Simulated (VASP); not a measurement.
Runs of VASP 6.6.1 on BAs. The structure is that of space group F-43m (No. 216), or close to it. The cells are those of the table. 

```tsv
task	cell	gap on the mesh (eV)	pressure (GPa)
electric field gradients	a = 3.444 Å, angles 60.0°, 2 atoms	1.17	-10.0
single point	a = 3.328, b = 3.328, c = 3.378 Å, angles 59.5, 59.5, 61.0°, 2 atoms	(a)	1.3
single point	a = 3.444 Å, angles 60.0°, 2 atoms	1.17	-10.0
single point	a = 3.400 Å, angles 60.0°, 2 atoms	(b)	-5.6
single point	a = 3.332 Å, angles 60.0°, 2 atoms	1.09	2.9
single point	a = 3.412, b = 3.412, c = 3.378 Å, angles 60.3, 60.3, 59.3°, 2 atoms	0.99	-5.6
single point	a = 3.367 Å, angles 60.0°, 2 atoms	1.11	-1.7
```

Alike in all rows: level LDA; potentials or basis VASP PAW LDA potentials, release 64 (B, As); no spin polarisation; k mesh 15 × 15 × 15; cutoff (eV) 520; smearing fermi-dirac 0.03 eV.

Problem. Estimate the missing entries.

Solution. (a) 0.63; (b) 1.14.

Caveats: an odd mesh through Γ misses points on the zone boundary, where band edges can lie; the cell stands under tension (at least some runs).

A k mesh can miss the band edges, and the runs leave out spin-orbit coupling on As.
